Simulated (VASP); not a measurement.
A run of VASP 6.6.1:

INCAR

```
  ALGO = Normal
  EDIFF = 1E-6
  ENCUT = 520
  GGA = PS
  ISIF = 2
  ISMEAR = -1
  LASPH = True
  LCHARG = False
  LREAL = False
  LWAVE = False
  NBANDS = 10
  NELM = 100
  PREC = Accurate
  SIGMA = 0.1
```

The input KPOINTS:

```
k-points
0
Gamma
  17 17 17
```

POSCAR

```
Re
1.0
   -1.4200192747      1.4200192747      1.4200192747
    1.4200192747     -1.4200192747      1.4200192747
    1.4200192747      1.4200192747     -1.4200192747
Re
1
Direct
    0.0000000000      0.0000000000      0.0000000000
```

Potentials or basis: VASP PAW PBE potentials, release 64 (Re).

Run with:

```console
$ cat potpaw_PBE.64/Re/POTCAR > POTCAR
$ mpirun -np 1 vasp_std > vasp.out
```

Hardware: 1 thread of AMD EPYC 9R45 96-Core Processor (Zen 5) (shared host).

Question: Estimate the wall time of this run.

Answer: It took 13 s on 1 thread of AMD EPYC 9R45 96-Core Processor (Zen 5) (shared host), peak memory 0.1 GiB. Counts: scf iterations 12, k points 165.
